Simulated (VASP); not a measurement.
# Na (P2_1/m) in VASP: a series of runs

Runs on Na. Level: PBEsol. Tasks: single point.

Program: VASP 6.6.1. These are calculated values, not measurements. Logs are shortened: lines on timing, memory, paths and dates and some standing lists are left out, and cuts for length are marked.

**1. The cell of the first run**

Symmetry: P2_1/m, No. 11, monoclinic system. The conventional cell has a = 3.727 Å, b = 3.727 Å, c = 5.224 Å, α = 90.00°, β = 90.00°, γ = 90.00°. Within 4.3 Å of Na (site symmetry m) lie 12 Na at 3.22 to 4.22 Å.

**2. Single point, PBEsol (atoms displaced along several vibrational modes)**

Input file INCAR:

```
SYSTEM = Na
  ALGO = Fast
  EDIFF = 1E-6
  ENCUT = 520
  GGA = PS
  ISIF = 2
  ISMEAR = 0
  LASPH = .TRUE.
  LCHARG = .FALSE.
  LREAL = .FALSE.
  LWAVE = .FALSE.
  NBANDS = 14
  NELM = 80
  PREC = Accurate
  SIGMA = 0.15
```

Input file KPOINTS:

```
k-points
0
G
  12 12 10
  0 0 0
```

Input file POSCAR:

```
Na
1.0
    0.0000000000     -3.7271439106      0.0000000000
   -3.7271439106      0.0000000000      0.0000000000
    0.0000000000      0.0000000000     -5.2241838134
Na
2
Direct
    0.5000000000      0.5547335989      0.5403316590
    0.0000000000     -0.0547335989     -0.0403316590
```

Potentials or basis: VASP PAW PBE potentials, release 64 (Na_pv).

Run with:

```console
$ cat potpaw_PBE.64/Na_pv/POTCAR > POTCAR
$ mpirun -np 1 vasp_std > vasp.out
```

OUTCAR:

```text
SYSTEM = Na
   EDIFF = 1E-6
   ENCUT = 520
   GGA = PS
   ISIF = 2
   ISMEAR = 0
   LASPH = .TRUE.
   LREAL = .FALSE.
   NELM = 80
   PREC = Accurate

 ion  position               nearest neighbor table
   1  0.500  0.555  0.540-
   2  0.000  0.945  0.960-

  LATTYP: Found a simple tetragonal cell.
 ALAT       =     3.7271439106
 C/A-ratio  =     1.4016587335

  Lattice vectors:

 A1 = (   0.0000000000,  -3.7271439106,   0.0000000000)
 A2 = (  -3.7271439106,   0.0000000000,   0.0000000000)
 A3 = (   0.0000000000,   0.0000000000,  -5.2241838134)

Analysis of symmetry for initial positions (statically):
=====================================================================
 Subroutine PRICEL returns:
 Original cell was already a primitive cell.

 Routine SETGRP: Setting up the symmetry group for a
 simple tetragonal supercell.

 Subroutine GETGRP returns: Found  4 space group operations
 (whereof  2 operations were pure point group operations)
 out of a pool of 16 trial point group operations.

The static configuration has the point symmetry C_1h.
 The point group associated with its full space group is C_2h.

Analysis of symmetry for dynamics (positions and initial velocities):
=====================================================================
 Subroutine PRICEL returns:
 Original cell was already a primitive cell.

 Routine SETGRP: Setting up the symmetry group for a
 simple tetragonal supercell.

 Subroutine GETGRP returns: Found  4 space group operations
 (whereof  2 operations were pure point group operations)
 out of a pool of 16 trial point group operations.

The dynamic configuration has the point symmetry C_1h.
 The point group associated with its full space group is C_2h.

 Subroutine INISYM returns: Found  4 space group operations
 (whereof  2 operations are pure point group operations),
 and found     1 'primitive' translations

----------------------------------------------------------------------------------------

                                     Primitive cell

  volume of cell :      72.5723

  direct lattice vectors                    reciprocal lattice vectors
     0.000000000 -3.727143911  0.000000000     0.000000000 -0.268301956  0.000000000
    -3.727143911  0.000000000  0.000000000    -0.268301956  0.000000000  0.000000000
     0.000000000  0.000000000 -5.224183813     0.000000000  0.000000000 -0.191417461

  length of vectors
     3.727143911  3.727143911  5.224183813     0.268301956  0.268301956  0.191417461

  position of ions in fractional coordinates (direct lattice)
     0.500000000  0.554733599  0.540331659
     0.000000000  0.945266401  0.959668341

  ion indices of the primitive-cell ions
   primitive index   ion index
                 1           1
                 2           2

----------------------------------------------------------------------------------------

 KPOINTS: k-points

Automatic generation of k-mesh.
 Grid dimensions read from file:
 generate k-points for:   12   12   10

 Generating k-lattice:

  Cartesian coordinates                     Fractional coordinates (reciprocal lattice)
     0.000000000 -0.022358496  0.000000000     0.083333333  0.000000000  0.000000000
    -0.022358496  0.000000000  0.000000000     0.000000000  0.083333333  0.000000000
     0.000000000  0.000000000 -0.019141746     0.000000000  0.000000000  0.100000000

  Length of vectors
     0.022358496  0.022358496  0.019141746

  Shift w.r.t. Gamma in fractional coordinates (k-lattice)
     0.000000000  0.000000000  0.000000000

 Subroutine IBZKPT returns following result:
 ===========================================

 Found    434 irreducible k-points:

 Following reciprocal coordinates:
            Coordinates               Weight
  0.000000  0.000000  0.000000      1.000000
  0.083333  0.000000  0.000000      2.000000
  0.000000  0.083333  0.000000      2.000000
  0.166667  0.000000  0.000000      2.000000
  0.000000  0.166667  0.000000      2.000000
  0.250000  0.000000  0.000000      2.000000
[... 16 lines left out ...]
  0.500000  0.083333  0.000000      2.000000
 -0.083333  0.500000  0.000000      2.000000
 [... further k-points ...]
   k-points           NKPTS =    434   k-points in BZ     NKDIM =    434   number of bands    NBANDS=     14
   number of dos      NEDOS =    301   number of ions     NIONS =      2
   total plane-waves  NPLWV =  31360
   dimension x,y,z NGX =    28 NGY =   28 NGZ =   40
   dimension x,y,z NGXF=    56 NGYF=   56 NGZF=   80
   ions per type =               2
   NGX,Y,Z   is equivalent  to a cutoff of  12.49, 12.49, 12.73 a.u.
   NGXF,Y,Z  is equivalent  to a cutoff of  24.98, 24.98, 25.46 a.u.
 SYSTEM =  Na
   PREC   = accura    normal or accurate (medium, high low for compatibility)
   ISTART =      0    job   : 0-new  1-cont  2-samecut
   ICHARG =      2    charge: 1-file 2-atom 10-const
   ISPIN  =      1    spin polarized calculation?
   LNONCOLLINEAR =      F non collinear calculations
   LSORBIT =      F    spin-orbit coupling
   LASPH  =      T    aspherical Exc in radial PAW
   ENCUT  =  520.0 eV  38.22 Ry    6.18 a.u.   6.93  6.93  9.71*2*pi/ulx,y,z
   NELM   =     80;   NELMIN=  2; NELMDL= -5     # of ELM steps
   EDIFF  = 0.1E-05   stopping-criterion for ELM
   LREAL  =      F    real-space projection
   EDIFFG = 0.1E-04   stopping-criterion for IOM
   NSW    =      0    number of steps for IOM
   IBRION =     -1    ionic relax: 0-MD 1-quasi-New 2-CG
   NFREE  =      0    steps in history (QN), initial steepest desc. (CG)
   ISIF   =      2    stress and relaxation
   ISYM   =      2    0-nonsym 1-usesym 2-fastsym
   POTIM  = 0.5000    time-step for ionic-motion
   TEBEG  =    0.0;   TEEND  =   0.0 temperature during run
   PSTRESS=    0.0 pullay stress
   NELECT =      14.0000    total number of electrons
   NUPDOWN=      -1.0000    fix difference up-down
   EMIN   =  10.00;   EMAX   =-10.00  energy-range for DOS
   EFERMI =   0.00;   METHOD = LEGACY
   ISMEAR =     0;   SIGMA  =   0.15  broadening in eV -4-tet -1-fermi 0-gaus
   EFERMI_NEDOS =   21; number of points for ismear=-14 and -15
   IALGO  =     68    algorithm
   IMIX   =      4    mixing-type and parameters
     AMIX     =   0.40;   BMIX     =  1.00
     AMIX_MAG =   1.60;   BMIX_MAG =  1.00
  volume/ion in A,a.u.               =      36.29       244.87
  Fermi-wavevector in a.u.,A,eV,Ry     =   0.945933  1.787555 12.174358  0.894790
  Thomas-Fermi vector in A             =   2.073883
   LORBIT       =      0    0 simple, 1 ext, 2 COOP (PROOUT), +10 PAW based schemes
   GGA     = PS    functional components
   LHFCALC =     F    Hartree Fock is set to
   AEXX    =    0.0000 exact exchange contribution
   IVDW    =     0    specifies the selected vdW correction
   LEPSILON=     F    determine dielectric tensor
   LRPA    =     F    only Hartree local field effects (RPA)
 non-spin polarized calculation
 RMM-DIIS sequential band-by-band and
 Gauss-broadening in eV      SIGMA  =   0.15
  energy-cutoff  :      520.00
  volume of cell :       72.57
 maximum number of plane-waves:      1979
   NGX = 13   NGY = 13   NGZ = 19

 number of electron      13.9999983 magnetization

 Free energy of the ion-electron system (eV)
  ---------------------------------------------------
  ext. energy  EPLUGINS =         0.00000000
  ---------------------------------------------------
  free energy    TOTEN  =        -2.69786187 eV

  energy without entropy =       -2.68823213  energy(sigma->0) =       -2.69304700

 E-fermi :   0.3694     XC(G=0):  -6.5419

 val. band max:        0.3620246824   @ k =   0.0833  -0.3333   0.4000
 cond. band min:       0.3810045890   @ k =   0.4167   0.1667   0.5000
 fundamental gap:      0.0189799066
 Fermi energy:         0.3694058834

 k-point     1 :       0.0000    0.0000    0.0000
  band No.  band energies     occupation
      1     -24.4905      2.00000
      2     -24.4618      2.00000
      3     -24.4490      2.00000
      4     -24.4376      2.00000
      5     -24.4340      2.00000
      6     -24.4336      2.00000
      7      -2.9635      2.00000
      8       2.2698      0.00000
      9       2.7347      0.00000
     10       6.6080      0.00000
     11       7.4972      0.00000
     12       7.5141      0.00000
     13       9.3662      0.00000
     14      11.6483      0.00000

 k-point     2 :       0.0833    0.0000    0.0000
  band No.  band energies     occupation
      1     -24.4899      2.00000
      2     -24.4636      2.00000
      3     -24.4486      2.00000
      4     -24.4376      2.00000
      5     -24.4353      2.00000
      6     -24.4336      2.00000
      7      -2.8856      2.00000
      8       2.3374      0.00000
      9       2.7991      0.00000
     10       5.7428      0.00000
     11       7.5565      0.00000
     12       7.8680      0.00000
     13      10.0250      0.00000
     14      10.6066      0.00000

 k-point     3 :       0.0000    0.0833    0.0000
  band No.  band energies     occupation
      1     -24.4904      2.00000
      2     -24.4614      2.00000
      3     -24.4504      2.00000
      4     -24.4380      2.00000
      5     -24.4343      2.00000
      6     -24.4341      2.00000
      7      -2.8857      2.00000
      8       2.3374      0.00000
      9       2.8011      0.00000
     10       5.7293      0.00000
     11       7.5769      0.00000
     12       7.8602      0.00000
     13      10.0208      0.00000
     14      10.6414      0.00000
[... 324 lines left out ...]
 k-point    23 :       0.5000    0.0833    0.0000
  band No.  band energies     occupation
      1     -24.4842      2.00000
      2     -24.4842      2.00000
      3     -24.4459      2.00000
      4     -24.4459      2.00000
      5     -24.4405      2.00000
      6     -24.4405      2.00000
      7      -0.1629      2.00000
      8      -0.1629      2.00000
      9       4.7815      0.00000
     10       4.7815      0.00000
     11       5.5769      0.00000
     12       5.5769      0.00000
     13       8.6710      0.00000
     14       8.6710      0.00000

 k-point    24 :      -0.0833    0.5000    0.0000
  band No.  band energies     occupation
      1     -24.4909      2.00000
      2     -24.4680      2.00000
      3     -24.4564      2.00000
      4     -24.4486      2.00000
      5     -24.4390      2.00000
      6     -24.4380      2.00000
      7      -0.2008      2.00000
      8      -0.1238      2.00000
      9       4.7021      0.00000
     10       4.8755      0.00000
     11       5.5351      0.00000
     12       5.5693      0.00000
     13       8.5642      0.00000
     14       8.7844      0.00000

 [... further k-points ...]

------------------------ aborting loop because EDIFF is reached ----------------------------------------

  FORCE on cell =-STRESS in cart. coord.  units (eV):
  Direction    XX          YY          ZZ          XY          YZ          ZX
  --------------------------------------------------------------------------------------
  -------------------------------------------------------------------------------------
  Total        0.0944598      0.2900048      0.2418755      0.0000000      0.0000000      0.2180920
  in kB        2.0853883      6.4024322      5.3398821      0.0000000      0.0000000      4.8148140
  external PRESSURE =       4.6092342 kB  Pullay stress =       0.0000000 kB

 VOLUME and BASIS-vectors are now :
 -----------------------------------------------------------------------------
  energy-cutoff  :      520.00
  volume of cell :       72.57
      direct lattice vectors                 reciprocal lattice vectors
     0.000000000 -3.727143911  0.000000000     0.000000000 -0.268301956  0.000000000
    -3.727143911  0.000000000  0.000000000    -0.268301956  0.000000000  0.000000000
     0.000000000  0.000000000 -5.224183813     0.000000000  0.000000000 -0.191417461

 POSITION                                       TOTAL-FORCE (eV/Angst)
 -----------------------------------------------------------------------------------
     -2.06757     -1.86357     -2.82279         0.187803      0.000000      0.363832
     -3.52314      0.00000     -5.01348        -0.187803      0.000000     -0.363832
 -----------------------------------------------------------------------------------
    total drift:                               -0.000000     -0.000000     -0.000000

  FREE ENERGIE OF THE ION-ELECTRON SYSTEM (eV)
  ---------------------------------------------------
  free  energy   TOTEN  =        -2.6978618688 eV

  energy  without entropy=       -2.6882321317  energy(sigma->0) =       -2.69304700
```

Run time: 2 min. Hardware: 1 thread of AMD EPYC 9R45 (Zen 5), shared host; peak memory 0.38 GiB.

What came out:

```
Free energy            : -2.6979 eV
Pressure               : 0.5 GPa
Largest force          : 0.409 eV/Å
Band gap on the k mesh : zero (bands 7 and 8 overlap by 4.39 eV)
```

Forces in eV/Å, atoms in the order of the input:
```
Na   0.188  0.000  0.364
Na  -0.188  0.000 -0.364
```

Stress tensor (GPa, compression positive):
```
0.21 0.00 0.48
0.00 0.64 0.00
0.48 0.00 0.53
```

Caveat: the cell differs from its parent crystal (atoms displaced along several vibrational modes); the PAW data sets were made with another functional, which shifts forces and pressure a little.

**3. Single point, PBEsol (atoms displaced along several vibrational modes)**

Input file INCAR:

```
SYSTEM = Na
  PREC = Accurate
  ENCUT = 520
  EDIFF = 1E-7
  ISMEAR = 0
  SIGMA = 0.15
  LREAL = .FALSE.
  LASPH = .TRUE.
  NELM = 100
  ALGO = Fast
  ISIF = 2
  LWAVE = .FALSE.
  LCHARG = .FALSE.
  GGA = PS
  NBANDS = 14
```

Input file KPOINTS:

```
Automatic mesh
0
G
  12 12 10
  0 0 0
```

Input file POSCAR:

```
Na
1.0
    0.0000000000     -3.7271439106      0.0000000000
   -3.7271439106      0.0000000000      0.0000000000
    0.0000000000      0.0000000000     -5.2241838134
Na
2
Direct
    0.5000000000      0.6642007968      0.5403316590
    0.0000000000     -0.1642007968     -0.0403316590
```

Potentials or basis: VASP PAW PBE potentials, release 64 (Na_pv).

Run with:

```console
$ cat potpaw_PBE.64/Na_pv/POTCAR > POTCAR
$ mpirun -np 1 vasp_std > vasp.out
```

Run time: 2.3 min. Hardware: 1 thread of AMD EPYC 9R45 (Zen 5), shared host; peak memory 0.38 GiB.

It converged, with:

* Free energy: -2.4743 eV
* Pressure: 1.0 GPa
* Largest force: 0.638 eV/Å
* Band gap on the k mesh: zero (bands 7 and 8 overlap by 4.41 eV)

Forces on the atoms (eV/Å):
```
Na   0.271  0.000  0.577
Na  -0.271  0.000 -0.577
```

Stress tensor (GPa, compression positive):
```
-1.20  0.00  0.70
 0.00  1.77  0.00
 0.70  0.00  2.40
```

Levels at points of the mesh, in eV from the Fermi level:
```tsv
k point	band 4	band 5	band 6	band 7	band 8	band 9	band 10	band 11
(0.00, 0.00, 0.00)	-24.94	-24.94	-24.94	-3.34	1.87	2.38	6.58	7.00
(0.50, 0.00, 0.00)	-24.95	-24.94	-24.94	-0.61	-0.61	4.30	4.30	5.18
(0.00, 0.50, 0.00)	-24.95	-24.94	-24.94	-0.70	-0.51	4.15	4.53	5.01
(0.50, 0.50, 0.00)	-24.96	-24.95	-24.95	1.84	1.84	2.16	2.16	6.38
(0.00, 0.00, 0.50)	-24.95	-24.95	-24.94	-2.14	-1.69	7.27	7.53	7.80
(0.50, 0.00, 0.50)	-24.95	-24.94	-24.94	0.44	0.44	1.11	1.11	9.76
(0.00, 0.50, 0.50)	-24.95	-24.95	-24.94	0.52	0.52	0.89	1.11	9.36
(0.50, 0.50, 0.50)	-24.96	-24.94	-24.94	2.72	2.72	3.03	3.03	3.55
```

Caveat: the cell differs from its parent crystal (atoms displaced along several vibrational modes); the PAW data sets were made with another functional, which shifts forces and pressure a little.

**4. Single point, PBEsol (atoms displaced along several vibrational modes)**

Input file INCAR:

```
  PREC = Accurate
  ENCUT = 520
  EDIFF = 1E-6
  ISMEAR = 0
  SIGMA = 0.15
  LREAL = False
  LASPH = True
  NELM = 100
  ALGO = Fast
  ISIF = 2
  LWAVE = False
  LCHARG = True
  GGA = PS
  LELF = True
  LVHAR = True
  NBANDS = 14
```

Input file KPOINTS:

```
Automatic mesh
0
Gamma
  12 12 10
```

Input file POSCAR:

```
Na
1.0
    0.0000000000     -3.7271439106      0.0000000000
   -3.7271439106      0.0000000000      0.0000000000
    0.0000000000      0.0000000000     -5.2241838134
Na
2
Direct
    0.5000000000      0.6642007968      0.5604879176
    0.0000000000     -0.1642007968     -0.0604879176
```

Run with:

```console
$ cat potpaw_PBE.64/Na_pv/POTCAR > POTCAR
$ mpirun -np 1 vasp_std > vasp.out
```

It took 7.8 min on 1 thread of Intel Xeon 8259CL, shared host; peak memory 0.42 GiB.

It converged, with:

```yaml
Free_energy: -2.3211 eV
Pressure: 1.5 GPa
Largest_force: 0.944 eV/Å
Band_gap_on_the_k_mesh: zero (bands 7 and 8 overlap by 4.25 eV)
```

Forces on the atoms (eV/Å):
```
Na   0.341  0.000  0.880
Na  -0.341  0.000 -0.880
```

Stress tensor (GPa, compression positive):
```
-1.06  0.00  1.07
 0.00  2.76  0.00
 1.07  0.00  2.78
```

Levels at points of the mesh, in eV from the Fermi level:
```tsv
k point	band 4	band 5	band 6	band 7	band 8	band 9	band 10	band 11
(0.00, 0.00, 0.00)	-25.02	-25.02	-25.02	-3.34	1.95	2.32	6.51	7.00
(0.50, 0.00, 0.00)	-25.03	-25.02	-25.02	-0.62	-0.62	4.38	4.38	5.11
(0.00, 0.50, 0.00)	-25.03	-25.02	-25.02	-0.70	-0.53	4.27	4.60	4.89
(0.50, 0.50, 0.00)	-25.05	-25.02	-25.02	1.82	1.82	2.15	2.15	6.50
(0.00, 0.00, 0.50)	-25.03	-25.02	-25.02	-2.24	-1.58	7.08	7.52	7.68
(0.50, 0.00, 0.50)	-25.03	-25.01	-25.01	0.37	0.37	1.19	1.19	9.72
(0.00, 0.50, 0.50)	-25.03	-25.03	-25.02	0.40	0.47	0.97	1.23	9.12
(0.50, 0.50, 0.50)	-25.05	-25.01	-25.01	2.67	2.67	2.93	2.93	3.68
```

Caveat: the cell differs from its parent crystal (atoms displaced along several vibrational modes); the PAW data sets were made with another functional, which shifts forces and pressure a little.

**5. Summary**

```csv
cell,further INCAR settings,gap on the mesh (eV),pressure (GPa),largest force (eV/Å)
"as given, atomic positions A",ALGO = Fast; EDIFF = 1e-06; NBANDS = 14,none,0.5,0.41
"as given, atomic positions B",ALGO = Fast; EDIFF = 1e-07; NBANDS = 14,none,1.0,0.64
"as given, atomic positions C",ALGO = Fast; EDIFF = 1e-06; NBANDS = 14,none,1.5,0.94
```

Alike in all rows: task single point; level PBEsol; potentials or basis VASP PAW PBE potentials, release 64 (Na_pv); no spin polarisation; k mesh 12 × 12 × 10; cutoff (eV) 520; smearing gaussian 0.15 eV.

Caveats: the PAW data sets were made with another functional, which shifts forces and pressure a little.

Total energies depend on the potentials used, so only differences within one code and one set of settings carry meaning.

The gap in the log of VASP goes by the Fermi energy; the results here count the filled bands.